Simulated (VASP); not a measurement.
Write the native input for VASP 6.6.1 that does the following.

```
Task                   : single point
Functional             : PBE
Potentials or basis    : VASP PAW PBE potentials, release 64 (Ru_pv)
Cutoff                 : 520 eV
k mesh                 : 22 × 22 × 22
Occupations            : gaussian, width 0.15 eV
Spin                   : no spin polarisation
Dipole correction      : no
Further INCAR settings : ALGO = Fast; EDIFF = 1e-06; NBANDS = 13
```

The structure of Ru lies in POSCAR:

```
Ru
1.0
    0.0000000000      2.1665426076      1.5908922367
    2.1665426076      0.0000000000      1.5908922367
    2.1665426076      2.1665426076      0.0000000000
Ru
1
Direct
    0.0000000000      0.0000000000      0.0000000000
```

This cell differs from its parent crystal: volume 14.935 Å^3 an atom, c/a of the conventional cell 0.7343.

The input as run:

INCAR

```
SYSTEM = Ru
PREC = Accurate ; ENCUT = 520
EDIFF = 1E-6 ; ISMEAR = 0
SIGMA = 0.15 ; LREAL = .FALSE.
LASPH = .TRUE. ; NELM = 100
ALGO = Fast ; ISIF = 2
LWAVE = .FALSE. ; LCHARG = .FALSE.
GGA = PE ; NBANDS = 13
```

KPOINTS

```
regular mesh
0
G
  22 22 22
  0 0 0
```

Potentials or basis: VASP PAW PBE potentials, release 64 (Ru_pv).

Command:

```bash
$ cat potpaw_PBE.64/Ru_pv/POTCAR > POTCAR
$ mpirun -np 1 vasp_std > vasp.out
```

It gave:

```yaml
Pressure: -12.2 GPa
Band_gap_on_the_k_mesh: zero (band 7 reaches 12.98 eV, above the bottom of band 8 at 9.75 eV)
```

Wall time 2.4 min on 1 thread of AMD EPYC 9R45 (Zen 5) (shared host), peak memory 0.22 GiB.
